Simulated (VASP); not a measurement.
# Al16O in VASP: further runs

Runs on Al16O. Level: PBE. Tasks: relaxation of the atoms, single point.

Program: VASP 6.6.1. These are calculated values, not measurements. Logs are shortened: lines on timing, memory, paths and dates and some standing lists are left out, and cuts for length are marked.

## 1. The cell of the first run

The cell holds a slab with vacuum, 17 atoms: a = 5.714 Å, b = 8.080 Å, c = 19.743 Å, α = 90.00°, β = 90.00°, γ = 90.00°.

## 2. Relaxation of the atoms, PBE

Input file INCAR:

```
SYSTEM = Al16O
PREC = Accurate ; ENCUT = 520
EDIFF = 1E-6 ; ISMEAR = 0
SIGMA = 0.1 ; LREAL = Auto
LASPH = .TRUE. ; NELM = 60
ALGO = Normal ; ISIF = 2
LWAVE = .FALSE. ; LCHARG = .FALSE.
LDIPOL = .TRUE. ; IDIPOL = 3
DIPOL = 0.5 0.5 0.322 ; GGA = PE
IBRION = 2 ; NSW = 36
EDIFFG = -0.025 ; KPAR = 4
```

Input file KPOINTS:

```
regular mesh
0
G
  5 4 1
  0 0 0
```

Input file POSCAR:

```
Al16O
1.0
    5.7135165838      0.0000000000      0.0000000000
    0.0000000000      8.0801326417      0.0000000000
    0.0000000000      0.0000000000     19.7432787023
Al O
16 1
Selective dynamics
Direct
    0.2500000000      0.2500000000      0.2026005944  F F F
    0.2500000000      0.7500000000      0.2026005944  F F F
    0.7500000000      0.2500000000      0.2026005944  F F F
    0.7500000000      0.7500000000      0.2026005944  F F F
    0.0000000000      0.0000000000      0.2749482104  F F F
    0.0000000000      0.5000000000      0.2749482104  F F F
    0.5000000000      0.0000000000      0.2749482104  F F F
    0.5000000000      0.5000000000      0.2749482104  F F F
    0.2500000000      0.2500000000      0.3495466405  F F F
    0.2500000000      0.7500000000      0.3495466405  F F F
    0.7500000000      0.2500000000      0.3495466405  F F F
    0.7500000000      0.7500000000      0.3495466405  F F F
    0.0000000000      0.0000000000      0.4175232912  F F F
    0.0000000000      0.5000000000      0.4175232912  F F F
    0.5000000000      0.0000000000      0.4175232912  F F F
    0.5000000000      0.5000000000      0.4175232912  F F F
    0.1666666667      0.0000000000      0.4885308424  F F T
```

Potentials or basis: VASP PAW PBE potentials, release 64 (Al, O).

Command:

```sh
$ cat potpaw_PBE.64/Al/POTCAR potpaw_PBE.64/O/POTCAR > POTCAR
$ mpirun -np 4 vasp_std > vasp.out
```

OUTCAR:

```text
SYSTEM = Al16O
   PREC = Accurate
   ENCUT = 520
   EDIFF = 1E-6
   ISMEAR = 0
   LREAL = Auto
   LASPH = .TRUE.
   NELM = 60
   ISIF = 2
   GGA = PE
   IBRION = 2
   NSW = 36
   EDIFFG = -0.025

 ion  position               nearest neighbor table
   1  0.250  0.250  0.203-   3 2.86   3 2.86   6 2.86   7 2.86   8 2.86   5 2.86   9 2.90
   2  0.250  0.750  0.203-   4 2.86   4 2.86   6 2.86   7 2.86   8 2.86   5 2.86  10 2.90
   3  0.750  0.250  0.203-   1 2.86   1 2.86   6 2.86   7 2.86   8 2.86   5 2.86  11 2.90
   4  0.750  0.750  0.203-   2 2.86   2 2.86   6 2.86   7 2.86   8 2.86   5 2.86  12 2.90
   5  0.000  0.000  0.275-  13 2.81   7 2.86   7 2.86   4 2.86   1 2.86   2 2.86   3 2.86  11 2.88
                            12 2.88   9 2.88  10 2.88
   6  0.000  0.500  0.275-  14 2.81   8 2.86   8 2.86   4 2.86   1 2.86   2 2.86   3 2.86  11 2.88
                            12 2.88   9 2.88  10 2.88
   7  0.500  0.000  0.275-  15 2.81   5 2.86   5 2.86   4 2.86   1 2.86   2 2.86   3 2.86  11 2.88
                            12 2.88   9 2.88  10 2.88
   8  0.500  0.500  0.275-  16 2.81   6 2.86   6 2.86   4 2.86   1 2.86   2 2.86   3 2.86  11 2.88
                            12 2.88   9 2.88  10 2.88
   9  0.250  0.250  0.350-  13 2.81  14 2.81  15 2.81  16 2.81  11 2.86  11 2.86   7 2.88   8 2.88
                             5 2.88   6 2.88   1 2.90
  10  0.250  0.750  0.350-  13 2.81  14 2.81  15 2.81  16 2.81  12 2.86  12 2.86   7 2.88   8 2.88
                             5 2.88   6 2.88   2 2.90
  11  0.750  0.250  0.350-  13 2.81  14 2.81  15 2.81  16 2.81   9 2.86   9 2.86   7 2.88   8 2.88
[... 5 lines left out ...]
  14  0.000  0.500  0.418-   9 2.81  10 2.81  11 2.81  12 2.81   6 2.81  16 2.86  16 2.86
  15  0.500  0.000  0.418-  17 2.36  10 2.81  11 2.81  12 2.81   9 2.81   7 2.81  13 2.86  13 2.86

  16  0.500  0.500  0.418-   9 2.81  10 2.81  11 2.81  12 2.81   8 2.81  14 2.86  14 2.86
  17  0.167  0.000  0.489-  13 1.69  15 2.36

  LATTYP: Found a simple orthorhombic cell.
 ALAT       =     5.7135165838
 B/A-ratio  =     1.4142135624
 C/A-ratio  =     3.4555388810

  Lattice vectors:

 A1 = (   5.7135165838,   0.0000000000,   0.0000000000)
 A2 = (   0.0000000000,   8.0801326417,   0.0000000000)
 A3 = (   0.0000000000,   0.0000000000,  19.7432787023)

Analysis of symmetry for initial positions (statically):
=====================================================================
 Subroutine PRICEL returns:
 Original cell was already a primitive cell.

 Routine SETGRP: Setting up the symmetry group for a
 simple orthorhombic supercell.

 Subroutine GETGRP returns: Found  2 space group operations
 (whereof  2 operations were pure point group operations)
 out of a pool of  8 trial point group operations.

The static configuration has the point symmetry C_1h.

Analysis of symmetry for dynamics (positions and initial velocities):
=====================================================================
 Subroutine PRICEL returns:
 Original cell was already a primitive cell.

 Routine SETGRP: Setting up the symmetry group for a
 simple orthorhombic supercell.

 Subroutine GETGRP returns: Found  2 space group operations
 (whereof  2 operations were pure point group operations)
 out of a pool of  8 trial point group operations.

The dynamic configuration has the point symmetry C_1h.

Analysis of constrained symmetry for selective dynamics:
=====================================================================
 Subroutine PRICEL returns:
 Original cell was already a primitive cell.

 Routine SETGRP: Setting up the symmetry group for a
 simple orthorhombic supercell.

 Subroutine GETGRP returns: Found  2 space group operations
 (whereof  2 operations were pure point group operations)
 out of a pool of  8 trial point group operations.

The constrained configuration has the point symmetry C_1h.

 Subroutine INISYM returns: Found  2 space group operations
[... 139 lines left out ...]
   IVDW    =     0    specifies the selected vdW correction
   LEPSILON=     F    determine dielectric tensor
   LRPA    =     F    only Hartree local field effects (RPA)
 conjugate gradient relaxation of ions
 non-spin polarized calculation
 Gauss-broadening in eV      SIGMA  =   0.10
  energy-cutoff  :      520.00
  volume of cell :      911.47
 maximum number of plane-waves:     24626
   NGX = 21   NGY = 31   NGZ = 73

 dipolmoment           0.000000      0.000000     -0.005327 electrons x Angstroem

--------------------------------------- Ionic step        1  -------------------------------------------

 number of electron      53.9999993 magnetization

 Free energy of the ion-electron system (eV)
  ---------------------------------------------------
  ext. energy  EPLUGINS =         0.00000000
  ---------------------------------------------------
  free energy    TOTEN  =       -62.13257328 eV

  energy without entropy =      -62.10107594  energy(sigma->0) =      -62.11682461

------------------------ aborting loop because EDIFF is reached ----------------------------------------

  FORCE on cell =-STRESS in cart. coord.  units (eV):
  Direction    XX          YY          ZZ          XY          YZ          ZX
  --------------------------------------------------------------------------------------
  -------------------------------------------------------------------------------------
  Total      -14.2622496     -2.2985762     -2.6253069      0.0000000      0.0000000      2.5629286
  in kB      -25.0701744     -4.0404359     -4.6147631      0.0000000      0.0000000      4.5051144
  external PRESSURE =     -11.2417911 kB  Pullay stress =       0.0000000 kB

 VOLUME and BASIS-vectors are now :
 -----------------------------------------------------------------------------
  energy-cutoff  :      520.00
  volume of cell :      911.47
      direct lattice vectors                 reciprocal lattice vectors
     5.713516584  0.000000000  0.000000000     0.175023558  0.000000000  0.000000000
     0.000000000  8.080132642  0.000000000     0.000000000  0.123760345  0.000000000
     0.000000000  0.000000000 19.743278702     0.000000000  0.000000000  0.050650149

 POSITION                                       TOTAL-FORCE (eV/Angst)
 -----------------------------------------------------------------------------------
      1.42838      2.02003      4.00000        -0.009852      0.041117      0.173881
      1.42838      6.06010      4.00000        -0.009852     -0.041117      0.173881
      4.28514      2.02003      4.00000         0.036603     -0.007709      0.302246
      4.28514      6.06010      4.00000         0.036603      0.007709      0.302246
      0.00000      0.00000      5.42838        -0.128014      0.000000     -0.149960
      0.00000      4.04007      5.42838         0.012970      0.000000     -0.258905
[... 9 lines left out ...]
      2.85676      4.04007      8.24328        -0.044980      0.000000      0.035363
      0.95225      0.00000      9.64520         1.919774      0.000000     -1.048967
 -----------------------------------------------------------------------------------
    total drift:                               -0.001115      0.000000     -0.000612

  FREE ENERGIE OF THE ION-ELECTRON SYSTEM (eV)
  ---------------------------------------------------
  free  energy   TOTEN  =       -62.1325732819 eV

  energy  without entropy=      -62.1010759438  energy(sigma->0) =      -62.11682461

--------------------------------------- Ionic step        2  -------------------------------------------

 number of electron      53.9999994 magnetization

 dipolmoment           0.000000      0.000000      0.284929 electrons x Angstroem

 Free energy of the ion-electron system (eV)
  ---------------------------------------------------
  ext. energy  EPLUGINS =         0.00000000
  ---------------------------------------------------
  free energy    TOTEN  =       -62.15998454 eV

  energy without entropy =      -62.12827828  energy(sigma->0) =      -62.14413141

 E-fermi :  -0.8107     XC(G=0):  -4.0698

 val. band max:       -0.8367052751   @ k =   0.0000   0.2500   0.0000
 cond. band min:      -0.7967203571   @ k =   0.4000   0.0000   0.0000
 fundamental gap:      0.0399849180
 Fermi energy:        -0.8107137812

 k-point     1 :       0.0000    0.0000    0.0000
  band No.  band energies     occupation
      1     -18.2001      2.00000
      2     -11.0280      2.00000
      3      -8.8447      2.00000
      4      -8.8041      2.00000
      5      -8.5261      2.00000
      6      -6.6678      2.00000
[... 340 lines left out ...]
     35       1.2643      0.00000
     36       1.3502      0.00000

------------------------ aborting loop because EDIFF is reached ----------------------------------------

 vacuum level on the upper side and lower side of the slab       (xc-potential included)         0.371        -0.704

  FORCE on cell =-STRESS in cart. coord.  units (eV):
  Direction    XX          YY          ZZ          XY          YZ          ZX
  --------------------------------------------------------------------------------------
  -------------------------------------------------------------------------------------
  Total      -13.6535083     -2.2559950     -1.1140039      0.0000000      0.0000000      3.4664870
  in kB      -24.0001294     -3.9655868     -1.9581954      0.0000000      0.0000000      6.0933889
  external PRESSURE =      -9.9746372 kB  Pullay stress =       0.0000000 kB

 VOLUME and BASIS-vectors are now :
 -----------------------------------------------------------------------------
  energy-cutoff  :      520.00
  volume of cell :      911.47
      direct lattice vectors                 reciprocal lattice vectors
     5.713516584  0.000000000  0.000000000     0.175023558  0.000000000  0.000000000
     0.000000000  8.080132642  0.000000000     0.000000000  0.123760345  0.000000000
     0.000000000  0.000000000 19.743278702     0.000000000  0.000000000  0.050650149

 POSITION                                       TOTAL-FORCE (eV/Angst)
 -----------------------------------------------------------------------------------
      1.42838      2.02003      4.00000        -0.008453      0.043304      0.173865
      1.42838      6.06010      4.00000        -0.008453     -0.043304      0.173865
      4.28514      2.02003      4.00000         0.035365     -0.005057      0.299755
      4.28514      6.06010      4.00000         0.035365      0.005057      0.299755
      0.00000      0.00000      5.42838        -0.125966      0.000000     -0.144078
      0.00000      4.04007      5.42838         0.014270      0.000000     -0.262017
[... 9 lines left out ...]
      2.85676      4.04007      8.24328        -0.044858      0.000000      0.033327
      0.95225      0.00000      9.59460         2.659779      0.000000      0.003004
 -----------------------------------------------------------------------------------
    total drift:                               -0.001143      0.000000      0.001110

  FREE ENERGIE OF THE ION-ELECTRON SYSTEM (eV)
  ---------------------------------------------------
  free  energy   TOTEN  =       -62.1599845407 eV

  energy  without entropy=      -62.1282782770  energy(sigma->0) =      -62.14413141

 reached required accuracy - stopping structural energy minimisation

 vacuum level on the upper side and lower side of the slab         4.245         3.124
```

Wall time 5 min (4 MPI ranks of Intel Xeon Platinum 8488C (Sapphire Rapids), shared host); peak memory 0.89 GiB.

Results:

| Item | Value |
| --- | --- |
| Free energy | -62.1600 eV |
| Energy gained by relaxing | 1.6 meV/atom |
| Ionic steps | 2 |
| Band gap on the k mesh | zero (bands 27 and 28 overlap by 0.67 eV) |

Step by step:
| step | energy change (eV) | largest force on free atoms (eV/Å) | pressure (GPa) |
| --- | --- | --- | --- |
| 1 | 0.0000 | 1.0490 | -1.12 |
| 2 | -0.0274 | 0.0030 | -1.00 |

Final structure:
```xyz
17
Lattice="5.7135 0.0000 0.0000 0.0000 8.0801 0.0000 0.0000 0.0000 19.7433" Properties=species:S:1:pos:R:3 pbc="T T T"
Al    1.4284    2.0200    4.0000
Al    1.4284    6.0601    4.0000
Al    4.2851    2.0200    4.0000
Al    4.2851    6.0601    4.0000
Al    0.0000    0.0000    5.4284
Al    0.0000    4.0401    5.4284
Al    2.8568    0.0000    5.4284
Al    2.8568    4.0401    5.4284
Al    1.4284    2.0200    6.9012
Al    1.4284    6.0601    6.9012
Al    4.2851    2.0200    6.9012
Al    4.2851    6.0601    6.9012
Al    0.0000    0.0000    8.2433
Al    0.0000    4.0401    8.2433
Al    2.8568    0.0000    8.2433
Al    2.8568    4.0401    8.2433
O     0.9523    0.0000    9.5946
```

## 3. Single point, PBE

Input file INCAR:

```
PREC     = Accurate       # precision mode
ENCUT    = 520            # plane-wave cutoff, eV
EDIFF    = 1E-6           # SCF threshold, eV
ISMEAR   = 0              # smearing method
SIGMA    = 0.1            # smearing width, eV
LREAL    = Auto         
LASPH    = T              # aspherical terms in the spheres
NELM     = 60             # most SCF steps
ALGO     = Normal         # electronic algorithm
ISIF     = 2              # what is computed and relaxed
LWAVE    = F              # write WAVECAR
LCHARG   = T              # write CHGCAR
LDIPOL   = T            
IDIPOL   = 3            
DIPOL    = 0.5 0.5 0.320
GGA      = PE             # functional
LELF     = T              # ELF
LVHAR    = T            
LVACPOTAV= T            
NBANDS   = 41             # bands
```

Input file KPOINTS:

```
Automatic mesh
0
Gamma
  5 4 1
```

Input file POSCAR:

```
Al16O
1.0
    5.7135165838      0.0000000000      0.0000000000
    0.0000000000      8.0801326417      0.0000000000
    0.0000000000      0.0000000000     19.7432787023
Al O
16 1
Direct
    0.2500000000      0.2500000000      0.2026005944
    0.2500000000      0.7500000000      0.2026005944
    0.7500000000      0.2500000000      0.2026005944
    0.7500000000      0.7500000000      0.2026005944
    0.0000000000      0.0000000000      0.2749482104
    0.0000000000      0.5000000000      0.2749482104
    0.5000000000      0.0000000000      0.2749482104
    0.5000000000      0.5000000000      0.2749482104
    0.2500000000      0.2500000000      0.3495466405
    0.2500000000      0.7500000000      0.3495466405
    0.7500000000      0.2500000000      0.3495466405
    0.7500000000      0.7500000000      0.3495466405
    0.0000000000      0.0000000000      0.4175232912
    0.0000000000      0.5000000000      0.4175232912
    0.5000000000      0.0000000000      0.4175232912
    0.5000000000      0.5000000000      0.4175232912
    0.2500000000      0.0500000000      0.4652340964
```

Potentials or basis: VASP PAW PBE potentials, release 64 (Al, O).

Command:

```sh
$ cat potpaw_PBE.64/Al/POTCAR potpaw_PBE.64/O/POTCAR > POTCAR
$ mpirun -np 1 vasp_std > vasp.out
```

It took 7.7 min on 1 thread of Intel Xeon 6975P-C (Granite Rapids), shared host; peak memory 0.81 GiB.

Results (log left out):

```
Free energy            : -63.3177 eV
Largest force          : 0.780 eV/Å
Band gap on the k mesh : zero (bands 27 and 28 overlap by 0.66 eV)
```

Forces in eV/Å, atoms in the order of the input:
```
Al   0.000  0.037  0.168
Al   0.000 -0.044  0.201
Al   0.000 -0.021  0.261
Al   0.000 -0.037  0.277
Al  -0.066  0.083 -0.117
Al   0.010  0.045 -0.259
Al   0.066  0.083 -0.117
Al  -0.010  0.045 -0.259
Al   0.000  0.288 -0.291
Al   0.000 -0.244 -0.294
Al   0.000 -0.132  0.033
Al   0.000  0.062  0.132
Al  -0.771  0.004  0.116
Al   0.029  0.005  0.007
Al   0.771  0.004  0.116
Al  -0.029  0.005  0.007
O    0.000 -0.186  0.019
```

Levels at points of the mesh, in eV from the Fermi level:
```
           k point  band 23  band 24  band 25  band 26  band 27  band 28  band 29  band 30  band 31  band 32
(0.00, 0.00, 0.00)    -1.67    -1.34    -0.71    -0.62    -0.59    -0.51     0.29     0.41     0.62     1.31
(0.00, 0.50, 0.00)    -1.15    -0.97    -0.93    -0.87    -0.77    -0.52     0.23     0.26     1.07     1.27
```

(Part 1 of 2 ends here.)

The gap in the log of VASP goes by the Fermi energy; the results here count the filled bands.